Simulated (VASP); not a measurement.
A run of VASP 6.6.1 is set up as follows.

The input INCAR:

```
SYSTEM = SnO
PREC = Accurate
ENCUT = 520
EDIFF = 1E-8
ISMEAR = -1
SIGMA = 0.01
LREAL = .False.
LASPH = .True.
NELM = 60
ALGO = Normal
ISIF = 2
LWAVE = .False.
LCHARG = .False.
GGA = PE
LEFG = .True.
NBANDS = 28
```

The input KPOINTS:

```
regular mesh
0
Gamma
  8 8 6
  0 0 0
```

The input POSCAR:

```
SnO
1.0
    3.8020000000      0.0000000000      0.0000000000
    0.0000000000      3.8020000000      0.0000000000
    0.0000000000      0.0000000000      4.6909200000
Sn O
2 2
Direct
    0.0000000000      0.5000000000      0.2385000000
    0.5000000000      0.0000000000      0.7615000000
    0.0000000000      0.0000000000      0.0000000000
    0.5000000000      0.5000000000      0.0000000000
```

Potentials or basis: VASP PAW PBE potentials, release 64 (Sn_d, O).

Run with:

```bash
$ cat potpaw_PBE.64/Sn_d/POTCAR potpaw_PBE.64/O/POTCAR > POTCAR
$ mpirun -np 1 vasp_std > vasp.out
```

What does it give for the largest force?

0.990 eV/Å.

Estimate the band gap on the k mesh.

0.06 eV (least direct gap 1.87 eV).

Estimate the pressure.

7.3 GPa.

Forces on the atoms (eV/Å):
```
Sn   0.000  0.000  0.990
Sn   0.000  0.000 -0.990
O    0.000  0.000  0.000
O    0.000  0.000  0.000
```

Caveat: the cell differs from its parent crystal (zz strain of -3 %); the cell stands under pressure; semilocal functionals underestimate gaps, and a narrow one can read as zero; without QUAD_EFG the Cq values of the log hold for a quadrupole moment of 1 mb, not for the nuclei; spin-orbit coupling is left out, which moves the levels of the heavy elements. A k mesh can miss the band edges.
